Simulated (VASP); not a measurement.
# K2Li3 (Pm-3m) in VASP: density of states with PBE

Aim: the density of states of K2Li3 with PBE.

All numbers are computed with VASP 6.6.1; they aren't measurements. Logs are shortened: lines on timing, memory, paths and dates and some standing lists are left out, and cuts for length are marked.

**1. The cell of the first run**

It takes space group Pm-3m (No. 221, cubic). Conventional cell: a = 6.293 Å, b = 6.293 Å, c = 6.293 Å, α = 90.00°, β = 90.00°, γ = 90.00°. Within 4.1 Å of K (site symmetry m-3m) lie 6 Li at 3.15 Å. K (site symmetry m-3m) has 12 Li at 4.45 Å and 8 K at 5.45 Å within 5.8 Å. Within 4.1 Å of Li (site symmetry 4/mmm) lie 2 K at 3.15 Å.

**2. Density of states, PBE**

Contents of POSCAR:

```
K2Li3
1.0
    6.2934050348      0.0000000000      0.0000000000
    0.0000000000      6.2934050348      0.0000000000
    0.0000000000      0.0000000000      6.2934050348
K Li
2 3
Direct
    0.0000000000      0.0000000000      0.0000000000
    0.5000000000      0.5000000000      0.5000000000
    0.5000000000      0.0000000000      0.0000000000
    0.0000000000      0.5000000000      0.0000000000
    0.0000000000      0.0000000000      0.5000000000
```

Contents of INCAR.step1:

```
SYSTEM = K2Li3
PREC = Accurate ; ENCUT = 520
EDIFF = 1E-6 ; ISMEAR = 0
SIGMA = 0.1 ; LREAL = .False.
LASPH = .True. ; NELM = 100
ALGO = Normal ; ISIF = 2
LWAVE = .False. ; LCHARG = .True.
GGA = PE ; NBANDS = 22
```

Contents of KPOINTS.step1:

```
regular mesh
0
Gamma
  6 6 6
  0 0 0
```

Contents of INCAR.step2:

```
SYSTEM = K2Li3
PREC = Accurate ; ENCUT = 520
EDIFF = 1E-6 ; ISMEAR = -5
SIGMA = 0.1 ; LREAL = .False.
LASPH = .True. ; NELM = 100
ALGO = Normal ; ISIF = 2
LWAVE = .False. ; LCHARG = .False.
GGA = PE ; LORBIT = 10
NEDOS = 2001 ; ICHARG = 11
```

Contents of KPOINTS.step2:

```
regular mesh
0
Gamma
  9 9 9
  0 0 0
```

Potentials or basis: VASP PAW PBE potentials, release 64 (K_sv, Li_sv).

Started as:

```
> cat potpaw_PBE.64/K_sv/POTCAR potpaw_PBE.64/Li_sv/POTCAR > POTCAR
> cp INCAR.step1 INCAR
> cp KPOINTS.step1 KPOINTS
> mpirun -np 1 vasp_std > vasp.out
> cp INCAR.step2 INCAR
> cp KPOINTS.step2 KPOINTS
> mpirun -np 1 vasp_std > vasp.out
```

OUTCAR:

```text
SYSTEM = K2Li3
   PREC = Accurate
   ENCUT = 520
   EDIFF = 1E-6
   ISMEAR = -5
   LREAL = .False.
   LASPH = .True.
   NELM = 100
   ISIF = 2
   GGA = PE
   LORBIT = 10
   ICHARG = 11

 ion  position               nearest neighbor table
   1  0.000  0.000  0.000-   3 3.15   4 3.15   5 3.15   5 3.15   4 3.15   3 3.15
   2  0.500  0.500  0.500-
   3  0.500  0.000  0.000-   1 3.15   1 3.15
   4  0.000  0.500  0.000-   1 3.15   1 3.15
   5  0.000  0.000  0.500-   1 3.15   1 3.15

  LATTYP: Found a simple cubic cell.
 ALAT       =     6.2934050348

  Lattice vectors:

 A1 = (   6.2934050348,   0.0000000000,   0.0000000000)
 A2 = (   0.0000000000,   6.2934050348,   0.0000000000)
 A3 = (   0.0000000000,   0.0000000000,   6.2934050348)

Analysis of symmetry for initial positions (statically):
=====================================================================
 Subroutine PRICEL returns:
 Original cell was already a primitive cell.

 Routine SETGRP: Setting up the symmetry group for a
 simple cubic supercell.

 Subroutine GETGRP returns: Found 48 space group operations
 (whereof 48 operations were pure point group operations)
 out of a pool of 48 trial point group operations.

The static configuration has the point symmetry O_h .

Analysis of symmetry for dynamics (positions and initial velocities):
=====================================================================
 Subroutine PRICEL returns:
 Original cell was already a primitive cell.

 Routine SETGRP: Setting up the symmetry group for a
 simple cubic supercell.

 Subroutine GETGRP returns: Found 48 space group operations
 (whereof 48 operations were pure point group operations)
 out of a pool of 48 trial point group operations.

The dynamic configuration has the point symmetry O_h .

 Subroutine INISYM returns: Found 48 space group operations
 (whereof 48 operations are pure point group operations),
 and found     1 'primitive' translations

----------------------------------------------------------------------------------------

                                     Primitive cell

  volume of cell :     249.2626

  direct lattice vectors                    reciprocal lattice vectors
     6.293405035  0.000000000  0.000000000     0.158896495  0.000000000  0.000000000
[... 98 lines left out ...]
   IBRION =     -1    ionic relax: 0-MD 1-quasi-New 2-CG
   NFREE  =      0    steps in history (QN), initial steepest desc. (CG)
   ISIF   =      2    stress and relaxation
   ISYM   =      2    0-nonsym 1-usesym 2-fastsym
   POTIM  = 0.5000    time-step for ionic-motion
   TEBEG  =    0.0;   TEEND  =   0.0 temperature during run
   PSTRESS=    0.0 pullay stress
   NELECT =      27.0000    total number of electrons
   NUPDOWN=      -1.0000    fix difference up-down
   EMIN   =  10.00;   EMAX   =-10.00  energy-range for DOS
   EFERMI =   0.00;   METHOD = LEGACY
   ISMEAR =    -5;   SIGMA  =   0.10  broadening in eV -4-tet -1-fermi 0-gaus
   EFERMI_NEDOS =   21; number of points for ismear=-14 and -15
   IALGO  =     38    algorithm
   IMIX   =      4    mixing-type and parameters
     AMIX     =   0.40;   BMIX     =  1.00
     AMIX_MAG =   1.60;   BMIX_MAG =  1.00
  volume/ion in A,a.u.               =      49.85       336.42
  Fermi-wavevector in a.u.,A,eV,Ry     =   0.780388  1.474719  8.286015  0.609005
  Thomas-Fermi vector in A             =   1.883689
   LORBIT       =     10    0 simple, 1 ext, 2 COOP (PROOUT), +10 PAW based schemes
   GGA     = PE    functional components
   LHFCALC =     F    Hartree Fock is set to
   AEXX    =    0.0000 exact exchange contribution
   IVDW    =     0    specifies the selected vdW correction
   LEPSILON=     F    determine dielectric tensor
   LRPA    =     F    only Hartree local field effects (RPA)
 non-spin polarized calculation
 Fermi weights with tetrahedron method with Bloechl corrections
  energy-cutoff  :      520.00
  volume of cell :      249.26
 maximum number of plane-waves:      6748
 NGX is ok and might be reduce to    48

 number of electron      26.9999966 magnetization

 Free energy of the ion-electron system (eV)
  ---------------------------------------------------
  ext. energy  EPLUGINS =         0.00000000
  ---------------------------------------------------
  free energy    TOTEN  =        -5.54809877 eV

  energy without entropy =       -5.54809877  energy(sigma->0) =       -5.54809877

 E-fermi :  -0.3746     XC(G=0):  -5.7515

 val. band max:       -0.2993424676   @ k =   0.4444   0.3333   0.3333
 cond. band min:      -0.3566237275   @ k =   0.3333   0.2222   0.0000
 fundamental gap:     -0.0572812599
 Fermi energy:        -0.3745719934

 k-point     1 :       0.0000    0.0000    0.0000
  band No.  band energies     occupation
      1     -48.6626      2.00000
      2     -48.6624      2.00000
      3     -48.6624      2.00000
      4     -32.4053      2.00000
      5     -32.0232      2.00000
      6     -15.9347      2.00000
[... 457 lines left out ...]
      4     -32.4054      2.00000
      5     -32.0232      2.00000
      6     -15.9342      2.00000
[... 9 lines left out ...]
     16       0.6871      0.00000
     17       1.0230      0.00000

 [... further k-points ...]
[... 5 lines left out ...]
  --------------------------------------------------------------------------------------
  -------------------------------------------------------------------------------------
  Total       -0.0689471     -0.0689471     -0.0689471     -0.0000000     -0.0000000     -0.0000000
  in kB       -0.4431693     -0.4431693     -0.4431693     -0.0000000     -0.0000000     -0.0000000
  external PRESSURE =      -0.4431693 kB  Pullay stress =       0.0000000 kB

 VOLUME and BASIS-vectors are now :
 -----------------------------------------------------------------------------
  energy-cutoff  :      520.00
  volume of cell :      249.26
      direct lattice vectors                 reciprocal lattice vectors
     6.293405035  0.000000000  0.000000000     0.158896495  0.000000000  0.000000000
     0.000000000  6.293405035  0.000000000     0.000000000  0.158896495  0.000000000
     0.000000000  0.000000000  6.293405035     0.000000000  0.000000000  0.158896495

 POSITION                                       TOTAL-FORCE (eV/Angst)
 -----------------------------------------------------------------------------------
      0.00000      0.00000      0.00000         0.000000      0.000000      0.000000
      3.14670      3.14670      3.14670         0.000000      0.000000      0.000000
      3.14670      0.00000      0.00000         0.000000      0.000000      0.000000
      0.00000      3.14670      0.00000         0.000000      0.000000      0.000000
      0.00000      0.00000      3.14670         0.000000      0.000000      0.000000
 -----------------------------------------------------------------------------------
    total drift:                                0.000000     -0.000000      0.000000

  FREE ENERGIE OF THE ION-ELECTRON SYSTEM (eV)
  ---------------------------------------------------
  free  energy   TOTEN  =        -5.5480987687 eV

  energy  without entropy=       -5.5480987687  energy(sigma->0) =       -5.54809877

 total charge

# of ion       s       p       d       tot
------------------------------------------
    1        2.005   5.555   0.012   7.572
    2        1.966   5.564   0.006   7.536
    3        2.027   0.019   0.000   2.046
    4        2.027   0.019   0.000   2.046
    5        2.027   0.019   0.000   2.046
--------------------------------------------------
tot         10.052  11.177   0.018  21.247
```

OUTCAR.step1:

```text
SYSTEM = K2Li3
   PREC = Accurate
   ENCUT = 520
   EDIFF = 1E-6
   ISMEAR = 0
   LREAL = .False.
[... 727 lines left out ...]
      3.14670      0.00000      0.00000         0.000000      0.000000      0.000000
      0.00000      3.14670      0.00000         0.000000      0.000000      0.000000
      0.00000      0.00000      3.14670         0.000000      0.000000      0.000000
 -----------------------------------------------------------------------------------
    total drift:                                0.000000     -0.000000      0.000000

  FREE ENERGIE OF THE ION-ELECTRON SYSTEM (eV)
  ---------------------------------------------------
  free  energy   TOTEN  =        -5.5531696030 eV

  energy  without entropy=       -5.5358511489  energy(sigma->0) =       -5.54451038
```

It took 2.3 min on 1 thread of Intel Xeon Platinum 8259CL at 2.50GHz (Skylake/Cascade Lake), shared host; peak memory 0.37 GiB.

What came out:

```
Valence electrons inside the program's atomic spheres : K 7.57, 7.54; Li 2.05
```

Caveat: the cutoff is under 1.25 times the usual one of these potentials, so pressure, stress and relaxed cells hold a basis-set (Pulay) error; tetrahedron occupations give inexact forces and stress in metals.
